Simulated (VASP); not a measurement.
Here is a VASP 6.6.1 calculation.

The input POSCAR:

```
KTaO3
1.0
    3.9901311030      0.0000000000      0.0000000000
    0.0000000000      3.9901311030      0.0000000000
    0.0000000000      0.0000000000      3.9901311030
K Ta O
1 1 3
Direct
    0.0000000000      0.0000000000      0.0000000000
    0.5000000000      0.5000000000      0.5000000000
    0.5000000000      0.5000000000      0.0000000000
    0.5000000000      0.0000000000      0.5000000000
    0.0000000000      0.5000000000      0.5000000000
```

INCAR.step1

```
SYSTEM = KTaO3
PREC = Accurate
ENCUT = 520
ISMEAR = 0
SIGMA = 0.01
LREAL = .FALSE.
LASPH = .TRUE.
NELM = 150
LNONCOLLINEAR = .TRUE.
MAGMOM = 0 0 0 0 0 0 0 0 0 0 0 0 0 0 0
LSORBIT = .TRUE.
GGA_COMPAT = .FALSE.
LMAXMIX = 4
NBANDS = 53
GGA = PE
ALGO = Normal
EDIFF = 1E-4
LWAVE = .TRUE.
LCHARG = .FALSE.
```

File INCAR.step2:

```
SYSTEM = KTaO3
PREC = Accurate
ENCUT = 520
EDIFF = 1E-6
ISMEAR = 0
SIGMA = 0.01
LREAL = .FALSE.
LASPH = .TRUE.
NELM = 150
ALGO = Normal
ISIF = 2
LWAVE = .FALSE.
LCHARG = .FALSE.
LNONCOLLINEAR = .TRUE.
MAGMOM = 0 0 0 0 0 0 0 0 0 0 0 0 0 0 0
LORBIT = 11
LSORBIT = .TRUE.
GGA_COMPAT = .FALSE.
LORBMOM = .TRUE.
LMAXMIX = 4
METAGGA = R2SCAN
LMIXTAU = .TRUE.
NBANDS = 53
ISTART = 1
```

Contents of KPOINTS:

```
Automatic mesh
0
G
  6 6 6
  0 0 0
```

Potentials or basis: VASP PAW PBE potentials, release 64 (K_sv, Ta_pv, O).

Launch:

```bash
$ cat potpaw_PBE.64/K_sv/POTCAR potpaw_PBE.64/Ta_pv/POTCAR potpaw_PBE.64/O/POTCAR > POTCAR
$ cp INCAR.step1 INCAR
$ mpirun -np 1 vasp_ncl > vasp.out
$ cp INCAR.step2 INCAR
$ mpirun -np 1 vasp_ncl > vasp.out
```

Problem. Estimate the net moment.

Solution. 0.00 μB per cell.

Problem. Predict the pressure.

Solution. 1.1 GPa.

Moments on the atoms (μB; x, y, z):
```
K   0.00 0.00 0.00
Ta  0.00 0.00 0.00
O   0.00 0.00 0.00
O   0.00 0.00 0.00
O   0.00 0.00 0.00
```

Caveat: the PAW data sets were made with another functional, which shifts forces and pressure a little.
